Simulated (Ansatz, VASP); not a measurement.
B3C2: VASP beside Ansatz

```
B C
1.0
     5.91066    0.00000    0.00000
    -2.95533    5.11878    0.00000
     0.00000    0.00000    3.64833
B C
6 4
Direct
  0.69495 0.61584 0.25000
  0.61584 0.92090 0.75000
  0.92090 0.30505 0.25000
  0.07910 0.69495 0.75000
  0.30505 0.38416 0.75000
  0.38416 0.07910 0.25000
  0.66667 0.33333 0.75000
  0.33333 0.66667 0.25000
  0.00000 0.00000 0.50000
  0.00000 0.00000 0.00000
```

Change from the starting cell: species swapped into the Er3Ru2 type (P6_3/m, No. 176).

Alike in both runs: task single point; functional PBE; k mesh 3 × 3 × 6; occupations gaussian, width 0.1 eV; no spin polarisation.

```csv
,VASP,Ansatz
version,VASP 6.6.1,Ansatz 0.2.0
potentials or method,"VASP PAW PBE potentials, release 64 (B, C), cutoff 520 eV","scalar-relativistic, plane waves, PAW"
valence electrons in the cell,34,34
```

```csv
,VASP,Ansatz,Ansatz less VASP
gap on the k mesh at the Fermi level (eV),none,none,-
rms of the force components (eV/Å),0.320,0.320,-0.0004
```

Atom by atom the forces differ by 0.000 eV/Å (rms over components). A gap of «none» marks a metal or a gap that the smearing closes. The functional is the same, so the differences come from potentials, cutoffs and numerics.

The k mesh is coarse, so the values compare programs but aren't converged.
